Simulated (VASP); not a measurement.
# Mo in VASP: notebook

Mo is run at these levels: PBE; tasks: single point, relaxation of cell and atoms.

Everything below comes from runs of VASP 6.6.1. Logs are shortened: lines on timing, memory, paths and dates and some standing lists are left out, and cuts for length are marked.

## (1) The cell of the first run

The typed cell holds 1 atom: a = 2.596 Å, b = 2.596 Å, c = 2.599 Å, α = 90.00°, β = 90.00°, γ = 90.00°.

## (2) Single point, PBE

Contents of INCAR:

```
PREC = Accurate
ENCUT = 520
EDIFF = 1E-7
ISMEAR = 0
SIGMA = 0.1
LREAL = False
LASPH = True
NELM = 60
ALGO = Normal
ISIF = 2
LWAVE = False
LCHARG = True
GGA = PE
LELF = True
LVHAR = True
NBANDS = 13
```

Contents of KPOINTS:

```
regular mesh
0
Gamma
  6 6 6
```

Contents of POSCAR:

```
Mo
1.0
    2.5963282333      0.0000000000      0.0000000000
    0.0000000000      2.5963282333      0.0000000000
    0.0000000000      0.0000000000      2.5985819193
Mo
1
Direct
    0.0000000000      0.0000000000      0.0000000000
```

Potentials or basis: VASP PAW PBE potentials, release 64 (Mo_sv).

On the command line:

```bash
> cat potpaw_PBE.64/Mo_sv/POTCAR > POTCAR
> mpirun -np 1 vasp_std > vasp.out
```

OUTCAR:

```text
PREC = Accurate
   ENCUT = 520
   EDIFF = 1E-7
   ISMEAR = 0
   LREAL = False
   LASPH = True
   NELM = 60
   ISIF = 2
   GGA = PE

 ion  position               nearest neighbor table
   1  0.000  0.000  0.000-

  LATTYP: Found a simple tetragonal cell.
 ALAT       =     2.5963282333
 C/A-ratio  =     1.0008680282

  Lattice vectors:

 A1 = (   2.5963282333,   0.0000000000,   0.0000000000)
 A2 = (   0.0000000000,   2.5963282333,   0.0000000000)
 A3 = (   0.0000000000,   0.0000000000,   2.5985819193)

Analysis of symmetry for initial positions (statically):
=====================================================================
 Subroutine PRICEL returns:
 Original cell was already a primitive cell.

 Routine SETGRP: Setting up the symmetry group for a
 simple tetragonal supercell.

 Subroutine GETGRP returns: Found 16 space group operations
 (whereof 16 operations were pure point group operations)
 out of a pool of 16 trial point group operations.

The static configuration has the point symmetry D_4h.

Analysis of symmetry for dynamics (positions and initial velocities):
=====================================================================
 Subroutine PRICEL returns:
 Original cell was already a primitive cell.

 Routine SETGRP: Setting up the symmetry group for a
 simple tetragonal supercell.

 Subroutine GETGRP returns: Found 16 space group operations
 (whereof 16 operations were pure point group operations)
 out of a pool of 16 trial point group operations.

The dynamic configuration has the point symmetry D_4h.

 Subroutine INISYM returns: Found 16 space group operations
 (whereof 16 operations are pure point group operations),
 and found     1 'primitive' translations

----------------------------------------------------------------------------------------

                                     Primitive cell

  volume of cell :      17.5168

  direct lattice vectors                    reciprocal lattice vectors
     2.596328233  0.000000000  0.000000000     0.385159314  0.000000000  0.000000000
     0.000000000  2.596328233  0.000000000     0.000000000  0.385159314  0.000000000
     0.000000000  0.000000000  2.598581919     0.000000000  0.000000000  0.384825274

  length of vectors
     2.596328233  2.596328233  2.598581919     0.385159314  0.385159314  0.384825274

  position of ions in fractional coordinates (direct lattice)
     0.000000000  0.000000000  0.000000000

  ion indices of the primitive-cell ions
   primitive index   ion index
                 1           1

----------------------------------------------------------------------------------------

 KPOINTS: regular mesh

Automatic generation of k-mesh.
 Grid dimensions read from file:
 generate k-points for:    6    6    6

 Generating k-lattice:

  Cartesian coordinates                     Fractional coordinates (reciprocal lattice)
     0.064193219  0.000000000  0.000000000     0.166666667  0.000000000  0.000000000
     0.000000000  0.064193219  0.000000000     0.000000000  0.166666667  0.000000000
     0.000000000  0.000000000  0.064137546     0.000000000  0.000000000  0.166666667

  Length of vectors
     0.064193219  0.064193219  0.064137546

  Shift w.r.t. Gamma in fractional coordinates (k-lattice)
     0.000000000  0.000000000  0.000000000

 Subroutine IBZKPT returns following result:
 ===========================================

 Found     40 irreducible k-points:

 Following reciprocal coordinates:
            Coordinates               Weight
  0.000000  0.000000  0.000000      1.000000
  0.166667  0.000000  0.000000      4.000000
  0.333333  0.000000  0.000000      4.000000
  0.500000  0.000000  0.000000      2.000000
  0.166667  0.166667  0.000000      4.000000
  0.333333  0.166667  0.000000      8.000000
[... 16 lines left out ...]
  0.333333  0.000000  0.333333      8.000000
  0.500000  0.000000  0.333333      4.000000
 [... further k-points ...]
   k-points           NKPTS =     40   k-points in BZ     NKDIM =     40   number of bands    NBANDS=     13
   number of dos      NEDOS =    301   number of ions     NIONS =      1
   total plane-waves  NPLWV =   8000
   dimension x,y,z NGX =    20 NGY =   20 NGZ =   20
   dimension x,y,z NGXF=    40 NGYF=   40 NGZF=   40
   ions per type =               1
   NGX,Y,Z   is equivalent  to a cutoff of  12.81, 12.81, 12.80 a.u.
   NGXF,Y,Z  is equivalent  to a cutoff of  25.61, 25.61, 25.59 a.u.
 SYSTEM =  unknown system
   PREC   = accura    normal or accurate (medium, high low for compatibility)
   ISTART =      0    job   : 0-new  1-cont  2-samecut
   ICHARG =      2    charge: 1-file 2-atom 10-const
   ISPIN  =      1    spin polarized calculation?
   LNONCOLLINEAR =      F non collinear calculations
   LSORBIT =      F    spin-orbit coupling
   LASPH  =      T    aspherical Exc in radial PAW
   ENCUT  =  520.0 eV  38.22 Ry    6.18 a.u.   4.83  4.83  4.83*2*pi/ulx,y,z
   NELM   =     60;   NELMIN=  2; NELMDL= -5     # of ELM steps
   EDIFF  = 0.1E-06   stopping-criterion for ELM
   LREAL  =      F    real-space projection
   EDIFFG = 0.1E-05   stopping-criterion for IOM
   NSW    =      0    number of steps for IOM
   IBRION =     -1    ionic relax: 0-MD 1-quasi-New 2-CG
   NFREE  =      0    steps in history (QN), initial steepest desc. (CG)
   ISIF   =      2    stress and relaxation
   ISYM   =      2    0-nonsym 1-usesym 2-fastsym
   POTIM  = 0.5000    time-step for ionic-motion
   TEBEG  =    0.0;   TEEND  =   0.0 temperature during run
   PSTRESS=    0.0 pullay stress
   NELECT =      14.0000    total number of electrons
   NUPDOWN=      -1.0000    fix difference up-down
   EMIN   =  10.00;   EMAX   =-10.00  energy-range for DOS
   EFERMI =   0.00;   METHOD = LEGACY
   ISMEAR =     0;   SIGMA  =   0.10  broadening in eV -4-tet -1-fermi 0-gaus
   EFERMI_NEDOS =   21; number of points for ismear=-14 and -15
   IALGO  =     38    algorithm
   IMIX   =      4    mixing-type and parameters
     AMIX     =   0.40;   BMIX     =  1.00
     AMIX_MAG =   1.60;   BMIX_MAG =  1.00
  volume/ion in A,a.u.               =      17.52       118.21
  Fermi-wavevector in a.u.,A,eV,Ry     =   1.519261  2.870986 31.404330  2.308153
  Thomas-Fermi vector in A             =   2.628270
   LORBIT       =      0    0 simple, 1 ext, 2 COOP (PROOUT), +10 PAW based schemes
   GGA     = PE    functional components
   LHFCALC =     F    Hartree Fock is set to
   AEXX    =    0.0000 exact exchange contribution
   IVDW    =     0    specifies the selected vdW correction
   LEPSILON=     F    determine dielectric tensor
   LRPA    =     F    only Hartree local field effects (RPA)
 non-spin polarized calculation
 Gauss-broadening in eV      SIGMA  =   0.10
  energy-cutoff  :      520.00
  volume of cell :       17.52
 maximum number of plane-waves:       487
 NGX is ok and might be reduce to    20
   NGX =  9   NGY =  9   NGZ =  9

 number of electron      13.9999994 magnetization

 Free energy of the ion-electron system (eV)
  ---------------------------------------------------
  ext. energy  EPLUGINS =         0.00000000
  ---------------------------------------------------
  free energy    TOTEN  =        -9.85849579 eV

  energy without entropy =       -9.84919266  energy(sigma->0) =       -9.85384423

 E-fermi :  10.6551     XC(G=0): -12.6094

 val. band max:       10.4985888792   @ k =   0.3333   0.3333   0.1667
 cond. band min:      10.6666778597   @ k =   0.3333   0.1667   0.3333
 fundamental gap:      0.1680889806
 Fermi energy:        10.6550719847

 k-point     1 :       0.0000    0.0000    0.0000
  band No.  band energies     occupation
      1     -50.3456      2.00000
      2     -23.6171      2.00000
      3     -23.6113      2.00000
      4     -23.6113      2.00000
      5       4.2538      2.00000
      6       6.5728      2.00000
      7       6.5755      2.00000
      8      14.5997      0.00000
      9      14.5997      0.00000
     10      14.6089      0.00000
     11      26.2316      0.00000
     12      26.2642      0.00000
     13      26.2642      0.00000

 k-point     2 :       0.1667    0.0000    0.0000
  band No.  band energies     occupation
      1     -50.2962      2.00000
      2     -24.0070      2.00000
      3     -23.5828      2.00000
      4     -23.5770      2.00000
      5       5.0050      2.00000
      6       6.7796      2.00000
      7       7.5443      2.00000
      8      13.5891      0.00000
      9      13.6003      0.00000
     10      14.6797      0.00000
     11      23.2384      0.00000
     12      27.7556      0.00000
     13      27.7864      0.00000

 k-point     3 :       0.3333    0.0000    0.0000
  band No.  band energies     occupation
      1     -50.1956      2.00000
      2     -24.7521      2.00000
      3     -23.5136      2.00000
      4     -23.5079      2.00000
      5       6.4167      2.00000
      6       7.2248      2.00000
      7       9.8665      2.00000
      8      12.0229      0.00000
      9      12.0362      0.00000
     10      14.8440      0.00000
     11      20.2021      0.00000
     12      26.3348      0.00000
     13      30.5604      0.00000
[... 305 lines left out ...]
 k-point    23 :       0.3333    0.0000    0.3333
  band No.  band energies     occupation
      1     -50.0511      2.00000
      2     -24.6178      2.00000
      3     -24.5889      2.00000
      4     -23.4095      2.00000
      5       6.7572      2.00000
      6       7.8999      2.00000
      7      11.9052      0.00000
      8      12.3810      0.00000
      9      12.6006      0.00000
     10      13.1115      0.00000
     11      20.7662      0.00000
     12      24.7053      0.00000
     13      28.0619      0.00000

 k-point    24 :       0.5000    0.0000    0.3333
  band No.  band energies     occupation
      1     -50.0013      2.00000
      2     -24.9454      2.00000
      3     -24.5514      2.00000
      4     -23.3760      2.00000
      5       6.2068      2.00000
      6       8.1780      2.00000
      7      11.8690      0.00000
      8      12.6427      0.00000
      9      12.6547      0.00000
     10      15.6098      0.00000
     11      18.9788      0.00000
     12      26.0558      0.00000
     13      27.1805      0.00000

 [... further k-points ...]
[... 5 lines left out ...]
  --------------------------------------------------------------------------------------
  -------------------------------------------------------------------------------------
  Total        0.0642109      0.0642109      0.0246713      0.0000000      0.0000000      0.0000000
  in kB        5.8730461      5.8730461      2.2565561      0.0000000      0.0000000      0.0000000
  external PRESSURE =       4.6675494 kB  Pullay stress =       0.0000000 kB

 VOLUME and BASIS-vectors are now :
 -----------------------------------------------------------------------------
  energy-cutoff  :      520.00
  volume of cell :       17.52
      direct lattice vectors                 reciprocal lattice vectors
     2.596328233  0.000000000  0.000000000     0.385159314  0.000000000  0.000000000
     0.000000000  2.596328233  0.000000000     0.000000000  0.385159314  0.000000000
     0.000000000  0.000000000  2.598581919     0.000000000  0.000000000  0.384825274

 POSITION                                       TOTAL-FORCE (eV/Angst)
 -----------------------------------------------------------------------------------
      0.00000      0.00000      0.00000         0.000000      0.000000      0.000000
 -----------------------------------------------------------------------------------
    total drift:                                0.000000      0.000000      0.000000

  FREE ENERGIE OF THE ION-ELECTRON SYSTEM (eV)
  ---------------------------------------------------
  free  energy   TOTEN  =        -9.8584957924 eV

  energy  without entropy=       -9.8491926613  energy(sigma->0) =       -9.85384423
```

It took 6.3 s on 1 thread of Intel Xeon 6975P-C, shared host; peak memory 0.13 GiB.

What came out:

```yaml
Free_energy: -9.8585 eV
Pressure: 0.5 GPa
Band_gap_on_the_k_mesh: zero (band 7 reaches 12.04 eV, above the bottom of band 8 at 9.93 eV)
```

Levels at points of the mesh, in eV from the Fermi level:
```
           k point  band 4  band 5  band 6  band 7  band 8  band 9  band 10  band 11
(0.00, 0.00, 0.00)  -34.27   -6.40   -4.08   -4.08    3.94    3.94     3.95    15.58
(0.50, 0.00, 0.00)  -34.13   -3.39   -3.19    0.18    0.72    0.73     4.27     9.27
(0.50, 0.50, 0.00)  -34.00   -5.24   -2.15    1.38    1.38    5.88     5.88     6.19
(0.00, 0.00, 0.50)  -34.13   -3.40   -3.19    0.17    0.74    0.74     4.28     9.24
(0.50, 0.00, 0.50)  -34.00   -5.23   -2.17    1.39    1.40    5.87     5.88     6.18
(0.50, 0.50, 0.50)  -35.34   -3.65   -3.64   -3.64    6.40    6.42     7.80    12.90
```

Caveat: the k points lie up to 0.40 Å⁻¹ apart.

## (3) Relaxation of cell and atoms, PBE

This run uses another cell than the first one, of 18.46 Å³/atom, 1.054 times its volume.

Contents of INCAR:

```
SYSTEM = Mo
  ALGO = Normal
  EDIFF = 1E-6
  EDIFFG = -0.04
  ENCUT = 600
  GGA = PE
  IBRION = 2
  ISIF = 3
  ISMEAR = 0
  LASPH = .TRUE.
  LCHARG = .FALSE.
  LREAL = .FALSE.
  LWAVE = .FALSE.
  NELM = 80
  NSW = 90
  PREC = Accurate
  SIGMA = 0.1
```

Contents of KPOINTS:

```
k-points
0
G
  6 6 6
  0 0 0
```

Contents of POSCAR:

```
Mo
1.0
    2.6217679242      0.0000000000      0.0000000000
    0.0000000000      2.6217679242      0.0000000000
    0.0000000000      0.0000000000      2.6862521763
Mo
1
Direct
    0.0000000000      0.0000000000      0.0000000000
```

Potentials or basis: VASP PAW PBE potentials, release 64 (Mo_sv).

On the command line:

```bash
> cat potpaw_PBE.64/Mo_sv/POTCAR > POTCAR
> mpirun -np 1 vasp_std > vasp.out
```

Wall time 30 s (1 thread of Intel Xeon 6975P-C, shared host); peak memory 0.15 GiB.

The run converged. Its results:

| Item | Value |
| --- | --- |
| Free energy | -9.8594 eV |
| Relaxed volume | 17.55 Å³/atom |
| Relaxed cell | a = 2.599 Å, b = 2.599 Å, c = 2.599 Å, α = 90.00°, β = 90.00°, γ = 90.00° |
| Space group after relaxing (to 0.05 Å) | Pm-3m (No. 221) |
| Energy gained by relaxing | 33.7 meV/atom |
| Ionic steps | 9 |
| Pressure after relaxing | 0.0 GPa |
| Band gap on the k mesh | zero (band 7 reaches 12.01 eV, above the bottom of band 8 at 9.91 eV) |

The path:
| step | energy change (eV) | largest force (eV/Å) | pressure (GPa) | volume (Å³) |
| --- | --- | --- | --- | --- |
| 1 | 0.0000 | 0.0000 | -8.70 | 18.46 |
| 2 | 0.0866 | 0.0000 | 24.13 | 15.90 |
| 3 | -0.0324 | 0.0000 | 0.27 | 17.53 |
| 4 | -0.0324 | 0.0000 | 0.60 | 17.50 |
| 5 | -0.0324 | 0.0000 | 0.82 | 17.48 |
| 6 | -0.0323 | 0.0000 | -0.16 | 17.57 |
| 7 | -0.0337 | 0.0000 | 0.30 | 17.53 |
| 8 | -0.0336 | 0.0000 | -0.42 | 17.59 |
| 9 | -0.0337 | 0.0000 | 0.00 | 17.55 |

Final structure:
```
CELL_PARAMETERS angstrom
2.59874 0.00000 0.00000
0.00000 2.59874 0.00000
0.00000 0.00000 2.59895
ATOMIC_POSITIONS crystal
Mo 0.00000 0.00000 0.00000
```

Levels at points of the mesh, in eV from the Fermi level:
| k point | band 5 | band 6 | band 7 | band 8 | band 9 | band 10 |
| --- | --- | --- | --- | --- | --- | --- |
| (0.00, 0.00, 0.00) | -6.40 | -4.07 | -4.07 | 3.94 | 3.94 | 3.94 |
| (0.50, 0.00, 0.00) | -3.39 | -3.18 | 0.18 | 0.73 | 0.73 | 4.26 |
| (0.50, 0.50, 0.00) | -5.22 | -2.16 | 1.38 | 1.38 | 5.87 | 5.87 |
| (0.00, 0.00, 0.50) | -3.39 | -3.18 | 0.18 | 0.73 | 0.73 | 4.26 |
| (0.50, 0.00, 0.50) | -5.22 | -2.16 | 1.38 | 1.39 | 5.87 | 5.87 |
| (0.50, 0.50, 0.50) | -3.64 | -3.64 | -3.64 | 6.39 | 6.39 | 7.81 |

Caveat: the k points lie up to 0.40 Å⁻¹ apart in the final cell.

## (4) Single point, PBE

This run uses another cell than the first one, of 17.56 Å³/atom, 1.003 times its volume.

Contents of INCAR:

```
PREC = Accurate
ENCUT = 520
EDIFF = 1E-6
ISMEAR = 0
SIGMA = 0.1
LREAL = False
LASPH = True
NELM = 60
ALGO = Normal
ISIF = 2
LWAVE = False
LCHARG = False
GGA = PE
NBANDS = 13
```

Contents of KPOINTS:

```
Automatic mesh
0
Gamma
  22 22 22
```

Contents of POSCAR:

```
Mo
1.0
    2.5994159787      0.0000000000      0.0000000000
    0.0000000000      2.5994159787      0.0000000000
    0.0000000000      0.0000000000      2.5994159787
Mo
1
Direct
    0.0000000000      0.0000000000      0.0000000000
```

On the command line:

```bash
> cat potpaw_PBE.64/Mo_sv/POTCAR > POTCAR
> mpirun -np 1 vasp_std > vasp.out
```

Run time: 30 s. Hardware: 1 thread of Intel Xeon 6975P-C, shared host; peak memory 0.18 GiB.

It converged, with:

| Quantity | Value |
| --- | --- |
| Free energy | -9.7881 eV |
| Pressure | 0.5 GPa |
| Band gap on the k mesh | zero (band 7 reaches 12.20 eV, above the bottom of band 8 at 9.68 eV) |

Levels at points of the mesh, in eV from the Fermi level:
| k point | band 5 | band 6 | band 7 | band 8 | band 9 | band 10 |
| --- | --- | --- | --- | --- | --- | --- |
| (0.00, 0.00, 0.00) | -6.48 | -4.17 | -4.17 | 3.83 | 3.83 | 3.83 |
| (0.50, 0.00, 0.00) | -3.48 | -3.28 | 0.09 | 0.63 | 0.63 | 4.16 |
| (0.50, 0.50, 0.00) | -5.31 | -2.26 | 1.28 | 1.28 | 5.77 | 5.77 |
| (0.50, 0.50, 0.50) | -3.73 | -3.73 | -3.73 | 6.28 | 6.28 | 7.72 |

## (5) Relaxation of cell and atoms, PBE

Contents of INCAR:

```
SYSTEM = Mo
  ALGO = Normal
  EDIFF = 1E-6
  EDIFFG = -0.01
  ENCUT = 600
  GGA = PE
  IBRION = 2
  ISIF = 3
  ISMEAR = 0
  LASPH = .True.
  LCHARG = .False.
  LREAL = .False.
  LWAVE = .False.
  NELM = 80
  NSW = 100
  PREC = Accurate
  SIGMA = 0.1
```

Contents of KPOINTS:

```
k-points
0
Gamma
  22 22 22
  0 0 0
```

Contents of POSCAR:

```
Mo
1.0
    2.5970794620      0.0000000000      0.0000000000
    0.0000000000      2.5970794620      0.0000000000
    0.0000000000      0.0000000000      2.5970794620
Mo
1
Direct
    0.0000000000      0.0000000000      0.0000000000
```

On the command line:

```bash
> cat potpaw_PBE.64/Mo_sv/POTCAR > POTCAR
> mpirun -np 1 vasp_std > vasp.out
```

Wall time 71 s (1 thread of Intel Xeon 6975P-C, shared host); peak memory 0.22 GiB.

It converged, with:

```yaml
Free_energy: -9.7880 eV
Relaxed_volume: 17.60 Å³/atom
Relaxed_cell: a = 2.601 Å, b = 2.601 Å, c = 2.601 Å, α = 90.00°, β = 90.00°, γ = 90.00°
Space_group_after_relaxing_to_0.05_Å: Pm-3m (No. 221)
Energy_gained_by_relaxing: 0.2 meV/atom
Ionic_steps: 3
Pressure_after_relaxing: 0.0 GPa
Band_gap_on_the_k_mesh: zero (band 7 reaches 12.17 eV, above the bottom of band 8 at 9.66 eV)
```

The path:
| step | energy change (eV) | largest force (eV/Å) | pressure (GPa) | volume (Å³) |
| --- | --- | --- | --- | --- |
| 1 | 0.0000 | 0.0000 | 0.90 | 17.52 |
| 2 | 0.0007 | 0.0000 | -1.76 | 17.77 |
| 3 | -0.0002 | 0.0000 | 0.00 | 17.60 |

Final structure:
```
CELL_PARAMETERS angstrom
2.60112 0.00000 0.00000
0.00000 2.60112 0.00000
0.00000 0.00000 2.60112
ATOMIC_POSITIONS crystal
Mo 0.00000 0.00000 0.00000
```

Levels at points of the mesh, in eV from the Fermi level:
```csv
k point,band 5,band 6,band 7,band 8,band 9,band 10
"(0.00, 0.00, 0.00)",-6.48,-4.16,-4.16,3.82,3.82,3.82
"(0.50, 0.00, 0.00)",-3.48,-3.27,0.09,0.63,0.63,4.14
"(0.50, 0.50, 0.00)",-5.29,-2.26,1.28,1.28,5.76,5.76
"(0.50, 0.50, 0.50)",-3.72,-3.72,-3.72,6.26,6.26,7.73
```

## (6) Summary

```csv
task,cell,k mesh,cutoff (eV),gap on the mesh (eV),pressure (GPa),relaxed volume (Å³/atom)
single point,"a = 2.596, b = 2.596, c = 2.599 Å, 1 atom",6 × 6 × 6,520,none,0.5,-
relaxation of cell and atoms,"relaxed from a = 2.622, b = 2.622, c = 2.686 Å, 1 atom",6 × 6 × 6,600,none,0.0,17.55
single point,"a = 2.599 Å, 1 atom",22 × 22 × 22,520,none,0.5,-
relaxation of cell and atoms,"relaxed from a = 2.597 Å, 1 atom",22 × 22 × 22,600,none,0.0,17.60
```

Alike in all rows: level PBE; potentials or basis VASP PAW PBE potentials, release 64 (Mo_sv); no spin polarisation; smearing gaussian 0.1 eV.

Caveats: some runs use coarse meshes.

Total energies depend on the potentials used, so only differences within one code and one set of settings carry meaning.
